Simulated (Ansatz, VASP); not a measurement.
# LiBr: VASP beside Ansatz

```xyz
2
Lattice="2.7061 2.7061 0.0000 -2.7061 2.7061 0.0000 0.0000 2.7061 2.7061" Properties=species:S:1:pos:R:3 pbc="T T T"
Li    0.0000    0.0000    0.0000
Br    0.0000    2.7061    0.0000
```

Alike in both runs: functional PBEsol; k mesh 12 × 12 × 12; occupations fermi-dirac, width 0.1 eV; no spin polarisation.

Ansatz relaxed the structure, and its values are those at the end. VASP's run is a single point on that final structure, the one shown.

|  | VASP | Ansatz |
| --- | --- | --- |
| version | VASP 6.6.1 | Ansatz 0.2.0 |
| potentials or method | VASP PAW PBE potentials, release 64 (Li_sv, Br) | PAW with Ansatz's default frozen-core files, scalar-relativistic |
| plane-wave cutoff (eV) | 750 | 420 |
| valence electrons in the cell | 10 | 10 |

|  | VASP | Ansatz | Ansatz less VASP |
| --- | --- | --- | --- |
| pressure (GPa) | 0.0 | 0.0 | +0.02 |

VASP's potentials were made for PBE, not for PBEsol.
